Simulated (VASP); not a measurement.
Input of a VASP 6.6.1 run:

The input INCAR:

```
PREC = Accurate
ENCUT = 520
EDIFF = 1E-6
ISMEAR = -1
SIGMA = 0.05
LREAL = False
LASPH = True
NELM = 80
ALGO = Normal
ISIF = 2
LWAVE = False
LCHARG = False
GGA = PE
NBANDS = 15
```

Contents of KPOINTS:

```
regular mesh
0
Gamma
  15 15 15
```

Contents of POSCAR:

```
ZrC
1.0
    0.0705063000      2.3854631500      2.3854631500
    2.3854631500      0.0705063000      2.3854631500
    2.3854631500      2.3854631500      0.0705063000
Zr C
1 1
Direct
    0.5000000000      0.5000000000      0.5000000000
    0.0000000000      0.0000000000      0.0000000000
```

Potentials or basis: VASP PAW PBE potentials, release 64 (Zr_sv, C).

Command:

```bash
$ cat potpaw_PBE.64/Zr_sv/POTCAR potpaw_PBE.64/C/POTCAR > POTCAR
$ mpirun -np 1 vasp_std > vasp.out
```

(1) Estimate the pressure.

(2) Predict the band gap on the k mesh.

Results:

(1) 1.6 GPa.

(2) zero (band 8 reaches 10.66 eV, above the bottom of band 9 at 9.39 eV).

Caveat: the cell differs from its parent crystal (equal xy, yz and zx shear strains of +3 %).
